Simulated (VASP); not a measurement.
**Al2Cu: relaxation of cell and atoms with PBEsol**

System: Al2Cu.

```
Al Cu
1.0
     6.19816    0.74047   -0.16385
     0.75425    4.57074   -0.45262
    -0.08830   -0.39142    4.67135
Al Cu
6 3
Cartesian
  3.0379 2.7212 2.5159
  1.2347 0.6111 2.3903
  4.0354 0.4328 3.4218
  3.9019 4.0177 0.3576
  6.4349 3.6400 1.3206
  1.1247 3.8852 4.0959
  2.1803 1.8619 0.1172
  5.5981 2.5280 3.5675
  4.8727 1.5446 1.1749
```

* Program: VASP 6.6.1
* Task: relaxation of cell and atoms
* Functional: PBEsol
* Potentials or basis: VASP PAW PBE potentials, release 64 (Al, Cu)
* Cutoff: 600 eV
* k mesh: 4 × 5 × 5
* Occupations: gaussian, width 0.1 eV
* Spin: no spin polarisation
* Dipole correction: no
* Further INCAR settings: ALGO = Normal; EDIFF = 1e-07; ISYM = 0; IBRION = 2; EDIFFG = -0.04; NSW = 45; ISIF = 3

```yaml
Relaxed_volume: 14.30 Å³/atom
Relaxed_cell: a = 6.095 Å, b = 4.720 Å, c = 4.734 Å, α = 101.06°, β = 96.57°, γ = 74.85°
Space_group_after_relaxing_to_0.1_Å: P-1 (No. 2)
Energy_gained_by_relaxing: 12.1 meV/atom
Ionic_steps: 11
Pressure_after_relaxing: -0.2 GPa
Largest_force_after_relaxing: 0.031 eV/Å
Band_gap_on_the_k_mesh: zero (an odd number of electrons rules out a gap without spin polarisation)
```

Forces on the atoms (eV/Å):
```
Al   0.022 -0.010 -0.013
Al  -0.021  0.010  0.013
Al   0.029  0.013 -0.001
Al  -0.009 -0.007 -0.009
Al  -0.029 -0.013  0.001
Al   0.008  0.007  0.008
Cu   0.000  0.000  0.000
Cu   0.010 -0.010  0.018
Cu  -0.010  0.010 -0.018
```

Stress tensor (GPa, compression positive):
```
-0.39  0.04  0.03
 0.04 -0.40 -0.04
 0.03 -0.04  0.04
```

Step by step:
```
step  energy change (eV)  largest force (eV/Å)  pressure (GPa)  volume (Å³)
   1              0.0000                0.2329            0.35       128.64
   2             -0.0636                0.2157           -0.43       129.21
   3             -0.0841                0.1914           -0.92       129.64
   4             -0.0852                0.1849           -0.96       129.74
   5             -0.0970                0.1490            0.50       127.92
   6             -0.0971                0.1468            0.59       127.81
   7             -0.1038                0.0814            0.23       128.14
   8             -0.1055                0.1052           -0.03       128.45
   9             -0.1055                0.1005            0.02       128.40
  10             -0.1084                0.0598           -0.13       128.57
  11             -0.1093                0.0314           -0.25       128.73
```

Final structure:
```xyz
9
Lattice="6.0470 0.6786 -0.3561 0.6938 4.6441 -0.4825 -0.2239 -0.4001 4.7113" Properties=species:S:1:pos:R:3 pbc="T T T"
Al    2.8525    2.7339    2.4203
Al    1.1279    0.6036    2.3912
Al    3.7719    0.3713    3.2833
Al    3.7353    4.0421    0.2357
Al    6.2554    3.6449    1.1721
Al    0.9388    3.9396    4.0933
Cu    2.1020    1.8689    0.0503
Cu    5.3369    2.5042    3.4305
Cu    4.6905    1.5119    1.0246
```

Levels at points of the mesh, in eV from the Fermi level:
```tsv
k point	band 24	band 25	band 26	band 27	band 28	band 29
(0.00, 0.00, 0.00)	-1.44	-0.36	0.05	0.36	0.36	1.68
(0.50, 0.00, 0.00)	-1.20	-1.04	-0.58	-0.27	0.39	0.84
```

Run time: 60 min on 1 thread of Intel Xeon 8259CL (shared host), peak memory 0.41 GiB.

Caveat: the PAW data sets were made with another functional, which shifts forces and pressure a little.
